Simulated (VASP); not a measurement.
Set up this calculation in VASP 6.6.1, as the native input.

```
Task                   : single point
Functional             : PBE
Potentials or basis    : VASP PAW PBE potentials, release 64 (Hf_pv, Ti_sv)
Cutoff                 : 520 eV
k mesh                 : 10 × 10 × 10
Occupations            : gaussian, width 0.1 eV
Spin                   : no spin polarisation
Dipole correction      : no
Further INCAR settings : ALGO = Fast; EDIFF = 1e-06; NBANDS = 29
```

The structure of Hf3Ti lies in POSCAR:

```
Hf3Ti
1.0
    4.3986832695      0.0000000000      0.0000000000
    0.0000000000      4.3986832695      0.0000000000
    0.0000000000      0.0000000000      4.3986832695
Hf Ti
3 1
Direct
    0.0000000000      0.5000000000      0.5000000000
    0.5000000000      0.0000000000      0.5000000000
    0.5000000000      0.5000000000      0.0000000000
    0.0000000000      0.0000000000      0.0000000000
```

These files were run (other wordings do the same):

INCAR

```
SYSTEM = Hf3Ti
ALGO = Fast ; EDIFF = 1E-6
ENCUT = 520 ; GGA = PE
ISIF = 2 ; ISMEAR = 0
LASPH = .TRUE. ; LCHARG = .FALSE.
LREAL = .FALSE. ; LWAVE = .FALSE.
NBANDS = 29 ; NELM = 60
PREC = Accurate ; SIGMA = 0.1
```

KPOINTS

```
k-points
0
G
  10 10 10
  0 0 0
```

Potentials or basis: VASP PAW PBE potentials, release 64 (Hf_pv, Ti_sv).

Run with:

```bash
$ cat potpaw_PBE.64/Hf_pv/POTCAR potpaw_PBE.64/Ti_sv/POTCAR > POTCAR
$ mpirun -np 1 vasp_std > vasp.out
```

Results of the run:

The pressure is -0.4 GPa and the band gap on the k mesh is zero (bands 21 and 22 overlap by 1.59 eV).

Caveat: spin-orbit coupling is left out, which moves the levels of the heavy elements.

It took 7.3 min on 1 thread of AMD EPYC 9R14 (Zen 4), with other jobs on the host, peak memory 0.25 GiB.
